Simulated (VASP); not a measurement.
Input of a VASP 6.6.1 run:

Contents of INCAR:

```
PREC = Accurate ; ENCUT = 500
EDIFF = 1E-6 ; ISMEAR = 1
SIGMA = 0.2 ; LREAL = False
LASPH = True ; NELM = 120
ALGO = Normal ; ISIF = 2
LWAVE = False ; LCHARG = False
GGA = PE ; NBANDS = 19
GGA_COMPAT = False
```

Contents of KPOINTS:

```
Automatic mesh
0
Gamma
  6 6 4
```

Contents of POSCAR:

```
TiS2
1.0
    3.4106015318      0.0000000000      0.0000000000
   -1.7053007659      2.9536675687      0.0000000000
    0.0000000000      0.0000000000      5.7387202085
Ti S
1 2
Direct
    0.0000000000      0.0000000000      0.0000000000
    0.3333333333      0.6666666667      0.2449123212
    0.6666666667      0.3333333333      0.7550876788
```

Potentials or basis: VASP PAW PBE potentials, release 64 (Ti_sv, S).

Launch:

```console
$ cat potpaw_PBE.64/Ti_sv/POTCAR potpaw_PBE.64/S/POTCAR > POTCAR
$ mpirun -np 1 vasp_std > vasp.out
```

Question: What does it give for the largest force?

Answer: 0.127 eV/Å.

Question: Predict the band gap on the k mesh.

Answer: Zero (band 12 reaches 5.40 eV, above the bottom of band 13 at 5.31 eV).

Question: Predict the pressure.

Answer: 1.6 GPa.

Forces on the atoms (eV/Å):
```
Ti   0.000  0.000  0.000
S    0.000  0.000  0.127
S    0.000  0.000 -0.127
```

Caveat: this functional lacks dispersion, which binds the layers, so the pressure and a relaxed spacing across them are unreliable.
